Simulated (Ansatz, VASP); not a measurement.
## AsP2: VASP beside Ansatz

```
P As
1.0
     6.34998    0.00000    0.00000
     0.00000    6.34998    0.00000
     0.00000    0.00000    3.78348
P As
4 2
Direct
  0.00000 0.24493 0.00076
  0.00000 0.75507 0.00076
  0.24493 0.00000 0.99924
  0.75507 0.00000 0.99924
  0.00000 0.50000 0.50150
  0.50000 0.00000 0.49850
```

Alike in both runs: functional PBE; k mesh 4 × 4 × 4; occupations gaussian, width 0.1 eV; no spin polarisation.

Ansatz relaxed the structure, and its values are those at the end. VASP's run is a single point on that final structure, the one shown.

|  | VASP | Ansatz |
| --- | --- | --- |
| version | VASP 6.6.1 | Ansatz 0.2.0 |
| potentials or method | VASP PAW PBE potentials, release 64 (P, As_d), cutoff 600 eV | scalar-relativistic, plane waves, PAW |
| valence electrons in the cell | 50 | 50 |

```csv
,VASP,Ansatz,Ansatz less VASP
gap on the k mesh at the Fermi level (eV),none,none,-
pressure (GPa),0.0,0.1,+0.12
rms of the force components (eV/Å),0.023,0.002,-0.0207
```

A gap of «none» marks a metal or a gap that the smearing closes.

The k mesh is coarse, so the values compare programs but aren't converged.
